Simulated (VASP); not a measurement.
# Al (Fm-3m) in VASP: settings compared

Aim: see how the results for Al move with the level of theory and the settings. Levels: PBEsol, revPBE. Tasks: single point.

Everything below comes from runs of VASP 6.6.1. Logs are shortened: lines on timing, memory, paths and dates and some standing lists are left out, and cuts for length are marked.

## (1) The cell of the first run

The structure is cubic, space group Fm-3m (No. 225). The conventional cell has a = 4.050 Å, b = 4.050 Å, c = 4.050 Å, α = 90.00°, β = 90.00°, γ = 90.00°. Within 3.8 Å of Al (site symmetry m-3m) lie 12 Al at 2.86 Å.

## (2) Single point, PBEsol

INCAR reads:

```
PREC     = Accurate       # precision mode
ENCUT    = 520            # plane-wave cutoff, eV
EDIFF    = 1E-6           # SCF threshold, eV
ISMEAR   = 0              # smearing method
SIGMA    = 0.1            # smearing width, eV
LREAL    = F              # projectors in reciprocal space
LASPH    = T              # aspherical terms in the spheres
NELM     = 60             # most SCF steps
ALGO     = Normal         # electronic algorithm
ISIF     = 2              # what is computed and relaxed
LWAVE    = F              # write WAVECAR
LCHARG   = T              # write CHGCAR
GGA      = PS             # functional
LELF     = T              # ELF
LVHAR    = T            
NBANDS   = 8              # bands
```

KPOINTS reads:

```
regular mesh
0
Gamma
  14 14 14
```

POSCAR reads:

```
Al
1.0
    0.0000000000      2.0248050000      2.0248050000
    2.0248050000      0.0000000000      2.0248050000
    2.0248050000      2.0248050000      0.0000000000
Al
1
Direct
    0.0000000000      0.0000000000      0.0000000000
```

Potentials or basis: VASP PAW PBE potentials, release 64 (Al).

Launch:

```sh
cat potpaw_PBE.64/Al/POTCAR > POTCAR
mpirun -np 1 vasp_std > vasp.out
```

OUTCAR:

```text
PREC = Accurate
   ENCUT = 520
   EDIFF = 1E-6
   ISMEAR = 0
   LREAL = F
   LASPH = T
   NELM = 60
   ISIF = 2
   GGA = PS

 ion  position               nearest neighbor table
   1  0.000  0.000  0.000-

  LATTYP: Found a face centered cubic cell.
 ALAT       =     4.0496100000

  Lattice vectors:

 A1 = (   0.0000000000,   2.0248050000,   2.0248050000)
 A2 = (   2.0248050000,   0.0000000000,   2.0248050000)
 A3 = (   2.0248050000,   2.0248050000,   0.0000000000)

Analysis of symmetry for initial positions (statically):
=====================================================================
 Subroutine PRICEL returns:
 Original cell was already a primitive cell.

 Routine SETGRP: Setting up the symmetry group for a
 face centered cubic supercell.

 Subroutine GETGRP returns: Found 48 space group operations
 (whereof 48 operations were pure point group operations)
 out of a pool of 48 trial point group operations.

The static configuration has the point symmetry O_h .

Analysis of symmetry for dynamics (positions and initial velocities):
=====================================================================
 Subroutine PRICEL returns:
 Original cell was already a primitive cell.

 Routine SETGRP: Setting up the symmetry group for a
 face centered cubic supercell.

 Subroutine GETGRP returns: Found 48 space group operations
 (whereof 48 operations were pure point group operations)
 out of a pool of 48 trial point group operations.

The dynamic configuration has the point symmetry O_h .

 Subroutine INISYM returns: Found 48 space group operations
 (whereof 48 operations are pure point group operations),
 and found     1 'primitive' translations

----------------------------------------------------------------------------------------

                                     Primitive cell

  volume of cell :      16.6027

  direct lattice vectors                    reciprocal lattice vectors
     0.000000000  2.024805000  2.024805000    -0.246937359  0.246937359  0.246937359
     2.024805000  0.000000000  2.024805000     0.246937359 -0.246937359  0.246937359
     2.024805000  2.024805000  0.000000000     0.246937359  0.246937359 -0.246937359

  length of vectors
     2.863506692  2.863506692  2.863506692     0.427708053  0.427708053  0.427708053

  position of ions in fractional coordinates (direct lattice)
     0.000000000  0.000000000  0.000000000

  ion indices of the primitive-cell ions
   primitive index   ion index
                 1           1

----------------------------------------------------------------------------------------

 KPOINTS: regular mesh

Automatic generation of k-mesh.
 Grid dimensions read from file:
 generate k-points for:   14   14   14

 Generating k-lattice:

  Cartesian coordinates                     Fractional coordinates (reciprocal lattice)
    -0.017638383  0.017638383  0.017638383     0.071428571  0.000000000  0.000000000
     0.017638383 -0.017638383  0.017638383     0.000000000  0.071428571  0.000000000
     0.017638383  0.017638383 -0.017638383     0.000000000  0.000000000  0.071428571

  Length of vectors
     0.030550575  0.030550575  0.030550575

  Shift w.r.t. Gamma in fractional coordinates (k-lattice)
     0.000000000  0.000000000  0.000000000

 Subroutine IBZKPT returns following result:
 ===========================================

 Found    104 irreducible k-points:

 Following reciprocal coordinates:
            Coordinates               Weight
  0.000000  0.000000  0.000000      1.000000
  0.071429  0.000000  0.000000      8.000000
  0.142857  0.000000  0.000000      8.000000
  0.214286  0.000000  0.000000      8.000000
  0.285714  0.000000  0.000000      8.000000
  0.357143  0.000000  0.000000      8.000000
[... 16 lines left out ...]
  0.214286  0.142857  0.000000     24.000000
  0.285714  0.142857  0.000000     24.000000
 [... further k-points ...]
   k-points           NKPTS =    104   k-points in BZ     NKDIM =    104   number of bands    NBANDS=      8
   number of dos      NEDOS =    301   number of ions     NIONS =      1
   total plane-waves  NPLWV =  13824
   dimension x,y,z NGX =    24 NGY =   24 NGZ =   24
   dimension x,y,z NGXF=    48 NGYF=   48 NGZF=   48
   ions per type =               1
   NGX,Y,Z   is equivalent  to a cutoff of  13.93, 13.93, 13.93 a.u.
   NGXF,Y,Z  is equivalent  to a cutoff of  27.87, 27.87, 27.87 a.u.
 SYSTEM =  unknown system
   PREC   = accura    normal or accurate (medium, high low for compatibility)
   ISTART =      0    job   : 0-new  1-cont  2-samecut
   ICHARG =      2    charge: 1-file 2-atom 10-const
   ISPIN  =      1    spin polarized calculation?
   LNONCOLLINEAR =      F non collinear calculations
   LSORBIT =      F    spin-orbit coupling
   LASPH  =      T    aspherical Exc in radial PAW
   ENCUT  =  520.0 eV  38.22 Ry    6.18 a.u.   5.32  5.32  5.32*2*pi/ulx,y,z
   NELM   =     60;   NELMIN=  2; NELMDL= -5     # of ELM steps
   EDIFF  = 0.1E-05   stopping-criterion for ELM
   LREAL  =      F    real-space projection
   EDIFFG = 0.1E-04   stopping-criterion for IOM
   NSW    =      0    number of steps for IOM
   IBRION =     -1    ionic relax: 0-MD 1-quasi-New 2-CG
   NFREE  =      0    steps in history (QN), initial steepest desc. (CG)
   ISIF   =      2    stress and relaxation
   ISYM   =      2    0-nonsym 1-usesym 2-fastsym
   POTIM  = 0.5000    time-step for ionic-motion
   TEBEG  =    0.0;   TEEND  =   0.0 temperature during run
   PSTRESS=    0.0 pullay stress
   NELECT =       3.0000    total number of electrons
   NUPDOWN=      -1.0000    fix difference up-down
   EMIN   =  10.00;   EMAX   =-10.00  energy-range for DOS
   EFERMI =   0.00;   METHOD = LEGACY
   ISMEAR =     0;   SIGMA  =   0.10  broadening in eV -4-tet -1-fermi 0-gaus
   EFERMI_NEDOS =   21; number of points for ismear=-14 and -15
   IALGO  =     38    algorithm
   IMIX   =      4    mixing-type and parameters
     AMIX     =   0.40;   BMIX     =  1.00
     AMIX_MAG =   1.60;   BMIX_MAG =  1.00
  volume/ion in A,a.u.               =      16.60       112.04
  Fermi-wavevector in a.u.,A,eV,Ry     =   0.925526  1.748991 11.654733  0.856599
  Thomas-Fermi vector in A             =   2.051390
   LORBIT       =      0    0 simple, 1 ext, 2 COOP (PROOUT), +10 PAW based schemes
   GGA     = PS    functional components
   LHFCALC =     F    Hartree Fock is set to
   AEXX    =    0.0000 exact exchange contribution
   IVDW    =     0    specifies the selected vdW correction
   LEPSILON=     F    determine dielectric tensor
   LRPA    =     F    only Hartree local field effects (RPA)
 non-spin polarized calculation
 Gauss-broadening in eV      SIGMA  =   0.10
  energy-cutoff  :      520.00
  volume of cell :       16.60
 maximum number of plane-waves:       459
 NGX is ok and might be reduce to    24
   NGX = 11   NGY = 11   NGZ = 11

 number of electron       3.0000000 magnetization

 Free energy of the ion-electron system (eV)
  ---------------------------------------------------
  ext. energy  EPLUGINS =         0.00000000
  ---------------------------------------------------
  free energy    TOTEN  =        -4.08296791 eV

  energy without entropy =       -4.08045615  energy(sigma->0) =       -4.08171203

 E-fermi :   7.8510     XC(G=0): -10.2347

 val. band max:        7.7819376419   @ k =  -0.2857   0.5000   0.2143
 cond. band min:       7.8519291932   @ k =  -0.3571   0.4286   0.2143
 fundamental gap:      0.0699915512
 Fermi energy:         7.8509566214

 k-point     1 :       0.0000    0.0000    0.0000
  band No.  band energies     occupation
      1      -3.2020      2.00000
      2      20.4457      0.00000
      3      20.4457      0.00000
      4      20.4457      0.00000
      5      21.8898      0.00000
      6      21.8898      0.00000
      7      21.8898      0.00000
      8      24.3234      0.00000

 k-point     2 :       0.0714    0.0000    0.0000
  band No.  band energies     occupation
      1      -3.0639      2.00000
      2      18.3117      0.00000
      3      19.9823      0.00000
      4      19.9823      0.00000
      5      22.5529      0.00000
      6      22.5653      0.00000
      7      22.5653      0.00000
      8      25.6989      0.00000

 k-point     3 :       0.1429    0.0000    0.0000
  band No.  band energies     occupation
      1      -2.6505      2.00000
      2      15.4405      0.00000
      3      19.3473      0.00000
      4      19.3473      0.00000
      5      22.4757      0.00000
      6      23.6843      0.00000
      7      23.6843      0.00000
      8      25.1860      0.00000

 k-point     4 :       0.2143    0.0000    0.0000
  band No.  band energies     occupation
      1      -1.9642      2.00000
      2      12.6435      0.00000
      3      18.8816      0.00000
      4      18.8816      0.00000
      5      22.2541      0.00000
      6      23.1911      0.00000
      7      23.1911      0.00000
      8      25.8134      0.00000

 k-point     5 :       0.2857    0.0000    0.0000
  band No.  band energies     occupation
      1      -1.0089      2.00000
      2      10.0157      0.00000
      3      18.6311      0.00000
      4      18.6311      0.00000
      5      21.9323      0.00000
      6      21.9323      0.00000
      7      22.1312      0.00000
      8      25.9305      0.00000
[... 177 lines left out ...]
 k-point    22 :       0.1429    0.1429    0.0000
  band No.  band energies     occupation
      1      -2.4672      2.00000
      2      17.3440      0.00000
      3      17.3440      0.00000
      4      17.5746      0.00000
      5      20.4689      0.00000
      6      21.5210      0.00000
      7      26.0190      0.00000
      8      26.0190      0.00000

 k-point    23 :       0.2143    0.1429    0.0000
  band No.  band energies     occupation
      1      -1.9642      2.00000
      2      14.8172      0.00000
      3      16.6865      0.00000
      4      17.9291      0.00000
      5      19.7253      0.00000
      6      20.7135      0.00000
      7      26.5303      0.00000
      8      26.8277      0.00000

 k-point    24 :       0.2857    0.1429    0.0000
  band No.  band energies     occupation
      1      -1.1904      2.00000
      2      12.1464      0.00000
      3      16.2627      0.00000
      4      17.8016      0.00000
      5      18.2043      0.00000
      6      22.0618      0.00000
      7      25.9602      0.00000
      8      26.5341      0.00000

 [... further k-points ...]

------------------------ aborting loop because EDIFF is reached ----------------------------------------

  FORCE on cell =-STRESS in cart. coord.  units (eV):
  Direction    XX          YY          ZZ          XY          YZ          ZX
  --------------------------------------------------------------------------------------
  -------------------------------------------------------------------------------------
  Total       -0.2243710     -0.2243710     -0.2243710      0.0000000      0.0000000      0.0000000
  in kB      -21.6519848    -21.6519848    -21.6519848      0.0000000      0.0000000      0.0000000
  external PRESSURE =     -21.6519848 kB  Pullay stress =       0.0000000 kB

 VOLUME and BASIS-vectors are now :
 -----------------------------------------------------------------------------
  energy-cutoff  :      520.00
  volume of cell :       16.60
      direct lattice vectors                 reciprocal lattice vectors
     0.000000000  2.024805000  2.024805000    -0.246937359  0.246937359  0.246937359
     2.024805000  0.000000000  2.024805000     0.246937359 -0.246937359  0.246937359
     2.024805000  2.024805000  0.000000000     0.246937359  0.246937359 -0.246937359

 POSITION                                       TOTAL-FORCE (eV/Angst)
 -----------------------------------------------------------------------------------
      0.00000      0.00000      0.00000         0.000000      0.000000     -0.000000
 -----------------------------------------------------------------------------------
    total drift:                                0.000000     -0.000000     -0.000000

  FREE ENERGIE OF THE ION-ELECTRON SYSTEM (eV)
  ---------------------------------------------------
  free  energy   TOTEN  =        -4.0829679097 eV

  energy  without entropy=       -4.0804561462  energy(sigma->0) =       -4.08171203
```

It took 6.4 s on 1 thread of Intel Xeon 6975P-C, shared host; peak memory 0.13 GiB.

Results:

```yaml
Free_energy: -4.0830 eV
Pressure: -2.2 GPa
```

Levels at points of the mesh, in eV from the Fermi level:
| k point | band 1 | band 2 | band 3 | band 4 |
| --- | --- | --- | --- | --- |
| (0.00, 0.00, 0.00) | -11.05 | 12.59 | 12.59 | 12.59 |
| (0.50, 0.00, 0.00) | -4.54 | -4.33 | 11.36 | 11.36 |
| (0.50, 0.50, 0.00) | -2.87 | -1.57 | 5.28 | 5.59 |

Caveat: the PAW data sets were made with another functional, which shifts forces and pressure a little.

## (3) Single point, revPBE

INCAR reads:

```
SYSTEM = Al
PREC = Accurate ; ENCUT = 520
EDIFF = 1E-6 ; ISMEAR = 0
SIGMA = 0.1 ; LREAL = .FALSE.
LASPH = .TRUE. ; NELM = 60
ALGO = Normal ; ISIF = 2
LWAVE = .FALSE. ; LCHARG = .TRUE.
GGA = RE ; LELF = .TRUE.
LVHAR = .TRUE. ; NBANDS = 8
```

KPOINTS reads:

```
regular mesh
0
G
  14 14 14
  0 0 0
```

POSCAR is that of step 2.

Potentials or basis: VASP PAW PBE potentials, release 64 (Al).

Launch:

```sh
cat potpaw_PBE.64/Al/POTCAR > POTCAR
mpirun -np 1 vasp_std > vasp.out
```

OUTCAR:

```text
SYSTEM = Al
   PREC = Accurate
   ENCUT = 520
   EDIFF = 1E-6
   ISMEAR = 0
   LREAL = .FALSE.
   LASPH = .TRUE.
   NELM = 60
   ISIF = 2
   GGA = RE

 ion  position               nearest neighbor table
   1  0.000  0.000  0.000-

  LATTYP: Found a face centered cubic cell.
 ALAT       =     4.0496100000

  Lattice vectors:

 A1 = (   0.0000000000,   2.0248050000,   2.0248050000)
 A2 = (   2.0248050000,   0.0000000000,   2.0248050000)
 A3 = (   2.0248050000,   2.0248050000,   0.0000000000)

Analysis of symmetry for initial positions (statically):
=====================================================================
 Subroutine PRICEL returns:
 Original cell was already a primitive cell.

 Routine SETGRP: Setting up the symmetry group for a
 face centered cubic supercell.

 Subroutine GETGRP returns: Found 48 space group operations
 (whereof 48 operations were pure point group operations)
 out of a pool of 48 trial point group operations.

The static configuration has the point symmetry O_h .

Analysis of symmetry for dynamics (positions and initial velocities):
=====================================================================
[... 162 lines left out ...]
 Fermi energy:         7.9762188188

 k-point     1 :       0.0000    0.0000    0.0000
  band No.  band energies     occupation
      1      -3.0840      2.00000
      2      20.5736      0.00000
      3      20.5736      0.00000
      4      20.5736      0.00000
      5      22.1238      0.00000
      6      22.1238      0.00000
      7      22.1238      0.00000
      8      24.3706      0.00000
[... 243 lines left out ...]
 k-point    24 :       0.2857    0.1429    0.0000
  band No.  band energies     occupation
      1      -1.0712      2.00000
      2      12.2774      0.00000
      3      16.4216      0.00000
      4      17.9227      0.00000
      5      18.3805      0.00000
      6      22.2501      0.00000
      7      26.1516      0.00000
      8      26.7164      0.00000

 [... further k-points ...]

------------------------ aborting loop because EDIFF is reached ----------------------------------------

  FORCE on cell =-STRESS in cart. coord.  units (eV):
  Direction    XX          YY          ZZ          XY          YZ          ZX
  --------------------------------------------------------------------------------------
  -------------------------------------------------------------------------------------
  Total        0.0218589      0.0218589      0.0218589      0.0000000      0.0000000     -0.0000000
  in kB        2.1094001      2.1094001      2.1094001      0.0000000      0.0000000     -0.0000000
  external PRESSURE =       2.1094001 kB  Pullay stress =       0.0000000 kB

 VOLUME and BASIS-vectors are now :
 -----------------------------------------------------------------------------
  energy-cutoff  :      520.00
  volume of cell :       16.60
      direct lattice vectors                 reciprocal lattice vectors
     0.000000000  2.024805000  2.024805000    -0.246937359  0.246937359  0.246937359
     2.024805000  0.000000000  2.024805000     0.246937359 -0.246937359  0.246937359
     2.024805000  2.024805000  0.000000000     0.246937359  0.246937359 -0.246937359

 POSITION                                       TOTAL-FORCE (eV/Angst)
 -----------------------------------------------------------------------------------
      0.00000      0.00000      0.00000         0.000000      0.000000      0.000000
 -----------------------------------------------------------------------------------
    total drift:                               -0.000000      0.000000      0.000000

  FREE ENERGIE OF THE ION-ELECTRON SYSTEM (eV)
  ---------------------------------------------------
  free  energy   TOTEN  =        -3.5476263899 eV

  energy  without entropy=       -3.5451439606  energy(sigma->0) =       -3.54638518
```

OSZICAR:

```text
N       E                     dE             d eps       ncg     rms          rms(c)
DAV:   1    -0.224303562147E+01   -0.22430E+01   -0.85791E+02  1680   0.201E+02
DAV:   2    -0.356270551292E+01   -0.13197E+01   -0.12437E+01  2336   0.183E+01
DAV:   3    -0.356954838959E+01   -0.68429E-02   -0.68412E-02  2152   0.140E+00
DAV:   4    -0.356956156750E+01   -0.13178E-04   -0.13178E-04  2536   0.574E-02
DAV:   5    -0.356956159715E+01   -0.29648E-07   -0.29528E-07  2224   0.176E-03    0.172E+00
DAV:   6    -0.355718882085E+01    0.12373E-01   -0.15600E-03  2152   0.211E-01    0.996E-01
DAV:   7    -0.354764129515E+01    0.95475E-02   -0.47426E-03  2104   0.341E-01    0.180E-01
DAV:   8    -0.354762962355E+01    0.11672E-04   -0.13934E-05  2512   0.268E-02    0.328E-02
DAV:   9    -0.354762669645E+01    0.29271E-05   -0.13503E-06  2328   0.590E-03    0.621E-04
DAV:  10    -0.354762638985E+01    0.30659E-06   -0.56780E-09  1632   0.581E-04
   1 F= -.35476264E+01 E0= -.35463852E+01  d E =-.248243E-02
```

stdout:

```text
POSCAR found type information on POSCAR Al
 POSCAR found :  1 types and       1 ions
 scaLAPACK will be used
 -----------------------------------------------------------------------------
|                                                                             |
|                                                                             |
|     You enforced a specific xc type in the INCAR file but a different       |
|     I HOPE YOU KNOW WHAT YOU ARE DOING!                                     |
|                                                                             |
 -----------------------------------------------------------------------------

 LDA part: xc-table for (Slater+PW92), standard interpolation
 POSCAR, INCAR and KPOINTS ok, starting setup
 FFT: planning ... GRIDC
 FFT: planning ... GRID_SOFT
 FFT: planning ... GRID
 WAVECAR not read
 entering main loop
```

Run time: 6.4 s. Hardware: 1 thread of Intel Xeon 6975P-C, shared host; peak memory 0.13 GiB.

What came out:

| Item | Value |
| --- | --- |
| Free energy | -3.5476 eV |
| Pressure | 0.2 GPa |

Levels at points of the mesh, in eV from the Fermi level:
```
           k point  band 1  band 2  band 3  band 4
(0.00, 0.00, 0.00)  -11.06   12.60   12.60   12.60
(0.50, 0.00, 0.00)   -4.55   -4.32   11.44   11.44
(0.50, 0.50, 0.00)   -2.89   -1.55    5.25    5.62
```

Caveat: the PAW data sets were made with another functional, which shifts forces and pressure a little.
